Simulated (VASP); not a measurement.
Here is a VASP 6.6.1 calculation.

The input INCAR:

```
  ALGO = Normal
  EDIFF = 1E-6
  ENCUT = 520
  ISIF = 2
  ISMEAR = -1
  LASPH = T
  LCHARG = T
  LELF = T
  LREAL = F
  LVHAR = T
  LWAVE = F
  NBANDS = 18
  NELM = 60
  PREC = Accurate
  SIGMA = 0.05
```

KPOINTS

```
k-points
0
Gamma
  8 8 5
```

Contents of POSCAR:

```
PtSe2
1.0
    3.7240000000      0.0000000000      0.0000000000
   -1.8620000000      3.2250786037      0.0000000000
    0.0000000000      0.0000000000      5.0620000000
Pt Se
1 2
Direct
    0.0000000000      0.0000000000      0.0000000000
    0.6666666667      0.3333333333      0.7500000000
    0.3333333333      0.6666666667      0.2500000000
```

Potentials or basis: VASP PAW LDA potentials, release 64 (Pt, Se).

Run with:

```bash
$ cat potpaw_LDA.64/Pt/POTCAR potpaw_LDA.64/Se/POTCAR > POTCAR
$ mpirun -np 1 vasp_std > vasp.out
```

Q: What does it give for the pressure?

A: -0.1 GPa.

Q: What does it give for the largest force?

A: 0.248 eV/Å.

Q: What does it give for the band gap on the k mesh?

A: Zero (band 11 reaches 6.91 eV, above the bottom of band 12 at 6.57 eV).

Stress tensor (GPa, compression positive):
```
 0.33  0.00  0.00
 0.00  0.33  0.00
 0.00  0.00 -0.85
```

Caveat: spin-orbit coupling is left out, which moves the levels of the heavy elements.
